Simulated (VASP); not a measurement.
Here is a VASP 6.6.1 calculation.

Contents of INCAR:

```
SYSTEM = ScGa3As2
  ALGO = Normal
  EDIFF = 1E-6
  ENCUT = 520
  GGA = PE
  ISIF = 2
  ISMEAR = 0
  LASPH = .True.
  LCHARG = .True.
  LELF = .True.
  LREAL = .False.
  LVHAR = .True.
  LWAVE = .False.
  NBANDS = 39
  NELM = 60
  PREC = Accurate
  SIGMA = 0.1
```

The input KPOINTS:

```
k-points
0
Gamma
  4 4 4
  0 0 0
```

The input POSCAR:

```
ScGa3As2
1.0
    4.0853660254      0.0000000000      0.0000000000
    0.0000000000      4.0853660254      0.0000000000
    0.0000000000      0.0000000000      6.8800327524
Sc Ga As
1 3 2
Direct
    0.0000000000      0.0000000000      0.0000000000
    0.0000000000      0.5000000000      0.3200078019
    0.5000000000      0.0000000000      0.6799921981
    0.5000000000      0.5000000000      0.0000000000
    0.0000000000      0.5000000000      0.6965284135
    0.5000000000      0.0000000000      0.3034715865
```

Potentials or basis: VASP PAW PBE potentials, release 64 (Sc_sv, Ga_d, As).

Command:

```sh
$ cat potpaw_PBE.64/Sc_sv/POTCAR potpaw_PBE.64/Ga_d/POTCAR potpaw_PBE.64/As/POTCAR > POTCAR
$ mpirun -np 1 vasp_std > vasp.out
```

Q: Predict the pressure.

A: 0.2 GPa.

Q: Estimate the largest force.

A: 0.023 eV/Å.

Q: Predict the band gap on the k mesh.

A: Zero (band 30 reaches 6.17 eV, above the bottom of band 31 at 5.05 eV).

Forces in eV/Å, atoms in the order of the input:
```
Sc   0.000  0.000  0.000
Ga   0.000  0.000 -0.020
Ga   0.000  0.000  0.020
Ga   0.000  0.000  0.000
As   0.000  0.000  0.023
As   0.000  0.000 -0.023
```

Caveat: the k points lie up to 0.38 Å⁻¹ apart.
